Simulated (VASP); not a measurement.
PbO: single point with PBEsol

Crystal: PbO.

```xyz
2
Lattice="3.1794 0.0000 0.0000 0.0000 3.1794 0.0000 0.0000 0.0000 3.1794" Properties=species:S:1:pos:R:3 pbc="T T T"
Pb    0.0000    0.0000    0.0000
O     1.5897    1.5897    1.5897
```

| Quantity | Value |
| --- | --- |
| Program | VASP 6.6.1 |
| Task | single point |
| Functional | PBEsol |
| Potentials or basis | VASP PAW PBE potentials, release 64 (Pb_d, O) |
| Cutoff | 600 eV |
| k mesh | 6 × 6 × 6 |
| Occupations | methfessel-paxton, width 0.001 eV |
| Spin | no spin polarisation |
| Dipole correction | no |
| Further INCAR settings | ALGO = Normal; EDIFF = 1e-06; NBANDS = 17 |

```yaml
Pressure: -2.2 GPa
Band_gap_on_the_k_mesh: 0.65 eV, indirect (least direct gap 0.83 eV)
```

Levels at points of the mesh, in eV from the valence-band top:
```csv
k point,band 6,band 7,band 8,band 9,band 10,band 11,band 12,band 13,band 14,band 15
"(0.00, 0.00, 0.00)",-15.74,-8.05,-1.52,-1.52,-1.52,8.93,8.93,8.93,9.95,9.95
"(0.50, 0.00, 0.00)",-15.73,-8.85,-0.69,-0.69,-0.18,0.65,8.12,8.12,11.19,13.56
"(0.50, 0.50, 0.00)",-14.80,-5.63,-4.35,-4.35,-0.69,4.27,4.27,10.05,11.11,16.40
"(0.50, 0.50, 0.50)",-15.52,-3.01,-1.97,-1.97,-1.97,0.97,0.97,0.97,13.55,13.55
```

Run time: 14 s on 1 thread of Intel Xeon 8259CL, on a shared host, peak memory 0.16 GiB.

Caveat: the PAW data sets were made with another functional, which shifts forces and pressure a little; spin-orbit coupling is left out, which moves the levels of the heavy elements. A k mesh can miss the band edges.
